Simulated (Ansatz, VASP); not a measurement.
# Ru: VASP beside Ansatz

```
CELL_PARAMETERS angstrom
2.70580 0.00000 0.00000
-1.35290 2.34329 0.00000
0.00000 0.00000 4.19626
ATOMIC_POSITIONS crystal
Ru 0.33333 0.66667 0.25000
Ru 0.66667 0.33333 0.75000
```

Change from the starting cell: zz strain of -2 %, PAW files.

Alike in both runs: task electric field gradients; functional PBE; k mesh 14 × 14 × 8; occupations fermi-dirac, width 0.03 eV; no spin polarisation.

|  | VASP | Ansatz |
| --- | --- | --- |
| version | VASP 6.6.1 | Ansatz 0.2.0 |
| potentials or method | VASP PAW PBE potentials, release 64 (Ru_pv) | PAW with Ansatz's default frozen-core files, scalar-relativistic |
| plane-wave cutoff (eV) | 520 | 420 |
| valence electrons in the cell | 28 | 32 |

|  | VASP | Ansatz | Ansatz less VASP |
| --- | --- | --- | --- |
| pressure (GPa) | 12.0 | 12.1 | +0.06 |
| traceless stress, the component that is largest in VASP (GPa) | 6.09 | 6.08 | -0.016 |
| size of Vzz on the site where it differs most (V/Å²) | 21.4 | 16.2 | -5.28 |

VASP's potentials hold 28 valence electrons a cell and Ansatz's 32, so a difference there can come from the potentials and not from the codes.
